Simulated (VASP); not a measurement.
Ga, 2 atoms in the cell. Symmetry: C2/c, No. 15, monoclinic system. Conventional cell: a = 2.685 Å, b = 7.801 Å, c = 3.225 Å, α = 90.00°, β = 94.23°, γ = 90.00°. Within 3.5 Å of Ga (site symmetry 2) lie 10 Ga at 2.63 to 3.23 Å.  This cell differs from its parent crystal: volume scaled by 0.94, then relaxed in part.

* Program: VASP 6.6.1
* Task: single point
* Functional: PBEsol
* Potentials or basis: VASP PAW PBE potentials, release 64 (Ga_d)
* Cutoff: 520 eV
* k mesh: 16 × 16 × 12
* Occupations: gaussian, width 0.1 eV
* Spin: no spin polarisation
* Dipole correction: no
* Further INCAR settings: ALGO = Fast; EDIFF = 1e-06; NBANDS = 20

Potentials or basis: VASP PAW PBE potentials, release 64 (Ga_d).

Run with:

```console
$ cat potpaw_PBE.64/Ga_d/POTCAR > POTCAR
$ mpirun -np 1 vasp_std > vasp.out
```

Hardware: 1 thread of Intel Xeon 6975P-C, on a shared host.

Task: How long does it take, and how much memory?

Result: Wall time 4.9 min on 1 thread of Intel Xeon 6975P-C (shared host), peak memory 0.52 GiB. Counts: scf iterations 12, k points 826.
